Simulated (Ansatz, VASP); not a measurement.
# Eu: VASP beside Ansatz

Contents of INCAR:

```
SYSTEM = Eu
  ALGO = Normal
  EDIFF = 1E-6
  ENCUT = 520
  GGA = PE
  ISIF = 2
  ISMEAR = -1
  ISPIN = 2
  LASPH = .TRUE.
  LCHARG = .FALSE.
  LMAXMIX = 6
  LORBIT = 11
  LREAL = .FALSE.
  LWAVE = .FALSE.
  MAGMOM = 7
  NBANDS = 18
  NELM = 150
  PREC = Accurate
  SIGMA = 0.05
```

The input KPOINTS:

```
k-points
0
G
  14 14 14
  0 0 0
```

The input POSCAR:

```
Eu
1.0
   -1.8296618165      1.8296618165      1.8296618165
    1.8296618165     -1.8296618165      1.8296618165
    1.8296618165      1.8296618165     -1.8296618165
Eu
1
Direct
    0.0000000000      0.0000000000      0.0000000000
```

Input for Ansatz:

```yaml
crystal:
  lattice:
    - [-1.8296618165, 1.8296618165, 1.8296618165]
    - [1.8296618165, -1.8296618165, 1.8296618165]
    - [1.8296618165, 1.8296618165, -1.8296618165]
  atoms:
    - { symbol: Eu, position: [0.0, 0.0, 0.0], spin: 7.0 }
magnetization:
  spin_polarized: true
kpoints:
  mp_grid: { grid: [14, 14, 14] }
scf:
  occupations: { method: fermi_dirac, width: 0.05 }
hamiltonian:
  xc: pbe
  pseudopotentials: { kind: all_electron, lapw: { basis_error: 0.001 } }
output:
  forces: true
  stress: true
  eigenvalues: true
  populations: true
```

Change from the starting cell: volume scaled by 0.58, LAPW.

Alike in both runs: task single point; functional PBE; k mesh 14 × 14 × 14; occupations fermi-dirac, width 0.05 eV; collinear spin.

|  | VASP | Ansatz |
| --- | --- | --- |
| version | VASP 6.6.1 | Ansatz 0.2.0 |
| potentials or method | VASP PAW PBE potentials, release 64 (Eu), cutoff 520 eV | all-electron LAPW, scalar-relativistic |

```csv
,VASP,Ansatz,Ansatz less VASP
pressure (GPa),18.3,18.9,+0.60
net moment per atom (μB),7.23,7.23,+0.006
size of the moment on the site where the two differ most (μB),6.67,7.01,+0.342
```

Site moments also hang on the region over which each program counts them. Ansatz ran all-electron here, and VASP with PAW potentials.

Spin-orbit coupling is off throughout.
